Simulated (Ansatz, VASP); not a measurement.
Two plane-wave programs on Se

INCAR

```
SYSTEM = Se
ALGO = Normal
EDIFF = 1E-7
ENCUT = 520
GGA = PS
ISIF = 2
ISMEAR = -1
LASPH = .True.
LCHARG = .False.
LREAL = .False.
LWAVE = .False.
NBANDS = 20
NELM = 60
PREC = Accurate
SIGMA = 0.1
```

File KPOINTS:

```
k-points
0
Gamma
  11 11 5
  0 0 0
```

File POSCAR:

```
Se
1.0
    3.5426418920      0.0000000000      0.0000000000
   -1.7713209460      3.0680178750      0.0000000000
    0.0000000000      0.0000000000      6.9476588405
Se
4
Direct
    1.0000000000      0.0000000000      0.0000000000
    1.0000000000      0.0000000000      0.5000000000
    0.3333333333      0.6666666667      0.2500000000
    0.6666666667      0.3333333333      0.7500000000
```

Input for Ansatz:

```yaml
crystal:
  lattice:
    - [3.542641892, 0.0, 0.0]
    - [-1.771320946, 3.068017875, 0.0]
    - [0.0, 0.0, 6.9476588405]
  atoms:
    - { symbol: Se, position: [1.0, 0.0, 0.0] }
    - { symbol: Se, position: [1.0, 0.0, 0.5] }
    - { symbol: Se, position: [0.3333333333, 0.6666666667, 0.25] }
    - { symbol: Se, position: [0.6666666667, 0.3333333333, 0.75] }
hamiltonian:
  xc: pbesol
  pseudopotentials:
    kind: paw
    azcp:
      Se: "pseudopotentials/Se.paw.azcp"
basis:
  ecutwfc: 420
  fft_grid_basis: typed
kpoints:
  mp_grid: { grid: [11, 11, 5], shift: [0, 0, 0] }
magnetization:
  spin_polarized: false
scf:
  occupations: { method: fermi_dirac, width: 0.1 }
  lower_state_search: "off"
output:
  stress: true
```

Alike in both runs: task single point; functional PBEsol; k mesh 11 × 11 × 5; occupations fermi-dirac, width 0.1 eV; no spin polarisation.

|  | VASP | Ansatz |
| --- | --- | --- |
| version | VASP 6.6.1 | Ansatz 0.2.0 |
| potentials or method | VASP PAW PBE potentials, release 64 (Se), cutoff 520 eV | plane waves (420 eV) with PAW, scalar-relativistic |
| valence electrons in the cell | 24 | 64 |

Ansatz gave:

- pressure (GPa): 13.3
- traceless stress, the component that is largest in VASP (GPa): 3.83

Task: What did VASP give for the same quantities?

Result: Pressure (GPa): 13.6; traceless stress, the component that is largest in VASP (GPa): 3.89.

VASP's potentials were made for PBE, not for PBEsol, and Ansatz warns of the same on its side. VASP's potentials hold 24 valence electrons a cell and Ansatz's 64, so a difference there can come from the potentials and not from the codes.
